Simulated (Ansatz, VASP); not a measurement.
## SnO in VASP and in Ansatz

```
Sn O
1.0
     0.00000    0.00000   -3.89416
    -3.31561    0.00000    0.00000
     0.00000   17.41000    0.00000
Sn O
4 4
Cartesian
  0.0000 9.8913 -1.8452
  0.0000 4.1863 -1.8452
  -1.6578 1.5187 -3.7922
  -1.6578 7.2237 -3.7922
  0.0000 2.1985 -1.0755
  0.0000 7.9035 -1.0755
  -1.6578 9.2115 -3.0225
  -1.6578 3.5065 -3.0225
```

Alike in both runs: task single point; functional PBEsol; k mesh 7 × 8 × 3; occupations gaussian, width 0.05 eV; no spin polarisation.

|  | VASP | Ansatz |
| --- | --- | --- |
| version | VASP 6.6.1 | Ansatz 0.2.0 |
| potentials or method | VASP PAW PBE potentials, release 64 (Sn_d, O), cutoff 520 eV | scalar-relativistic, plane waves, PAW |
| valence electrons in the cell | 80 | 80 |

```tsv
	VASP	Ansatz	Ansatz less VASP
gap on the k mesh at the Fermi level (eV)	1.97	1.98	+0.010
least direct gap on the mesh (eV)	2.18	2.20	+0.013
rms of the force components (eV/Å)	0.044	0.034	-0.0098
```

VASP's potentials were made for PBE, not for PBEsol. Atom by atom the forces differ by 0.037 eV/Å (rms over components).
